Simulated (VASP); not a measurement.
Set up this calculation in VASP 6.6.1, as the native input.

- Task: single point
- Functional: PBEsol
- Potentials or basis: VASP PAW PBE potentials, release 64 (Al, Cu)
- Cutoff: 520 eV
- k mesh: 14 × 14 × 14
- Occupations: gaussian, width 0.15 eV
- Spin: no spin polarisation
- Dipole correction: no
- Further INCAR settings: ALGO = Fast; EDIFF = 1e-06; NBANDS = 16

The structure of Al2Cu lies in POSCAR:

```
Al2Cu
1.0
   -2.0246107077      2.0246107077      2.8631594530
    2.0246107077     -2.0246107077      2.8631594530
    2.0246107077      2.0246107077     -2.8631594530
Al Cu
2 1
Direct
    0.7358551451      0.2264252419      0.4622803870
    0.2358551451      0.7264252419      0.4622803870
    0.5120117693      0.5200196155      0.0320313848
```

This cell differs from its parent crystal: atoms displaced along a vibrational mode.

These files were run (other wordings do the same):

INCAR

```
SYSTEM = Al2Cu
  PREC = Accurate
  ENCUT = 520
  EDIFF = 1E-6
  ISMEAR = 0
  SIGMA = 0.15
  LREAL = .FALSE.
  LASPH = .TRUE.
  NELM = 100
  ALGO = Fast
  ISIF = 2
  LWAVE = .FALSE.
  LCHARG = .FALSE.
  GGA = PS
  NBANDS = 16
```

KPOINTS

```
Automatic mesh
0
G
  14 14 14
  0 0 0
```

Potentials or basis: VASP PAW PBE potentials, release 64 (Al, Cu).

Run with:

```bash
$ cat potpaw_PBE.64/Al/POTCAR potpaw_PBE.64/Cu/POTCAR > POTCAR
$ mpirun -np 1 vasp_std > vasp.out
```

It gave:

- Pressure: 1.9 GPa
- Largest force: 1.565 eV/Å
- Band gap on the k mesh: zero (an odd number of electrons rules out a gap without spin polarisation)

Caveat: the cell differs from its parent crystal (atoms displaced along a vibrational mode); the PAW data sets were made with another functional, which shifts forces and pressure a little.

Run time: 16 min on 1 thread of AMD EPYC 7R13, with other jobs on the host, peak memory 0.59 GiB.
